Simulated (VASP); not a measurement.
Write the native input for VASP 6.6.1 that does the following.

```yaml
Task: single point
Functional: PBEsol
Potentials_or_basis: VASP PAW PBE potentials, release 64 (Fe, O)
Cutoff: 520 eV
k_mesh: 7 × 7 × 7
Occupations: fermi-dirac, width 0.05 eV
Spin: collinear spin, ferromagnetic start
Starting_moments: "[3.0, 3.0, 3.0, 3.0, 0.0, 0.0, 0.0, 0.0, 0.0, 0.0] μB"
Dipole_correction: no
Further_INCAR_settings: ALGO = Normal; EDIFF = 1e-06; NBANDS = 49
```

The structure of Fe2O3 lies in POSCAR:

```
Fe2O3
1.0
    2.3488854616      1.3561296535      4.3969140223
   -2.3488854616      1.3561296535      4.3969140223
    0.0000000000     -2.7122593071      4.3969140223
Fe O
4 6
Direct
    0.3453676047      0.3453676047      0.3453676047
    0.1546323953      0.1546323953      0.1546323953
    0.6546323953      0.6546323953      0.6546323953
    0.8453676047      0.8453676047      0.8453676047
    0.5639137591      0.2500000000      0.9360862409
    0.2500000000      0.9360862409      0.5639137591
    0.9360862409      0.5639137591      0.2500000000
    0.4360862409      0.7500000000      0.0639137591
    0.7500000000      0.0639137591      0.4360862409
    0.0639137591      0.4360862409      0.7500000000
```

One way to write it, as run:

INCAR

```
SYSTEM = Fe2O3
PREC     = Accurate       ! precision mode
ENCUT    = 520            ! plane-wave cutoff, eV
EDIFF    = 1E-6           ! SCF threshold, eV
ISMEAR   = -1             ! smearing method
SIGMA    = 0.05           ! smearing width, eV
LREAL    = .False.        ! projectors in reciprocal space
LASPH    = .True.         ! aspherical terms in the spheres
NELM     = 150            ! most SCF steps
ALGO     = Normal         ! electronic algorithm
ISIF     = 2              ! what is computed and relaxed
LWAVE    = .False.        ! write WAVECAR
LCHARG   = .False.        ! write CHGCAR
ISPIN    = 2              ! spin polarisation
MAGMOM   = 3 3 3 3 0 0 0 0 0 0 ! initial moments
LORBIT   = 11             ! projections on sites
LMAXMIX  = 4              ! l up to which the mixer works
GGA      = PS             ! functional
NBANDS   = 49             ! bands
```

KPOINTS

```
regular mesh
0
Gamma
  7 7 7
  0 0 0
```

Potentials or basis: VASP PAW PBE potentials, release 64 (Fe, O).

Command:

```sh
$ cat potpaw_PBE.64/Fe/POTCAR potpaw_PBE.64/O/POTCAR > POTCAR
$ mpirun -np 1 vasp_std > vasp.out
```

Results of the run:

| Property | Result |
| --- | --- |
| Pressure | 2.2 GPa |
| Largest force | 0.046 eV/Å |
| Band gap on the k mesh | zero (filled and empty bands overlap) |
| Net moment | 4.00 μB per cell |
| Site moments | Fe +0.94; O +0.03 μB |
| Valence electrons inside the program's atomic spheres | Fe 7.53; O 5.01 |

Caveat: the PAW data sets were made with another functional, which shifts forces and pressure a little; semilocal functionals often make such compounds metallic where correlation or magnetic order opens a gap, which also shifts bond lengths; the run started ferromagnetic, and an antiferromagnetic order may lie lower in energy.

Wall time 19 min on 1 thread of Intel Xeon 8259CL, on a shared host, peak memory 0.44 GiB.
